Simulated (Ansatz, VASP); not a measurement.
## SnO2: VASP beside Ansatz

```xyz
12
Lattice="-5.3277 5.3277 1.5949 5.3277 -5.3277 1.5949 5.3277 5.3277 -1.5949" Properties=species:S:1:pos:R:3 pbc="T T T"
Sn    1.7698    3.7244    0.0000
Sn   -1.6032    3.5579    1.5949
Sn    6.9309    1.7698    0.0000
Sn    3.5579    1.6032    1.5949
O     4.8886    1.7036    0.0000
O     1.7036    5.7667    0.0000
O     3.6241   -0.4390    1.5949
O     0.4390    3.6241    1.5949
O     3.0941    3.6583    1.5949
O     3.6583   -3.0941    1.5949
O     2.2336    1.6694    0.0000
O     1.6694    8.4217    0.0000
```

Alike in both runs: task single point; functional r2SCAN; k mesh 8 × 8 × 8; no spin polarisation.

|  | VASP | Ansatz |
| --- | --- | --- |
| version | VASP 6.6.1 | Ansatz 0.2.0 |
| potentials or method | VASP PAW PBE potentials, release 64 (Sn_d, O) | plane waves, PAW |
| plane-wave cutoff (eV) | 660 | 500 |
| occupations | gaussian, width 0.01 eV | fixed |
| valence electrons in the cell | 104 | 104 |

Ansatz gave:

```
gap on the k mesh at the Fermi level (eV)                     : 2.62
pressure (GPa)                                                : 0.0
traceless stress, the component that is largest in VASP (GPa) : 0.00
rms of the force components (eV/Å)                            : 0.001
```

Problem. Estimate VASP's values.

Solution. gap on the k mesh at the Fermi level (eV): 2.62; pressure (GPa): 0.8; traceless stress, the component that is largest in VASP (GPa): 0.29; rms of the force components (eV/Å): 0.031.

VASP's potentials were made for PBE, not for r2SCAN. Atom by atom the forces differ by 0.031 eV/Å (rms over components).
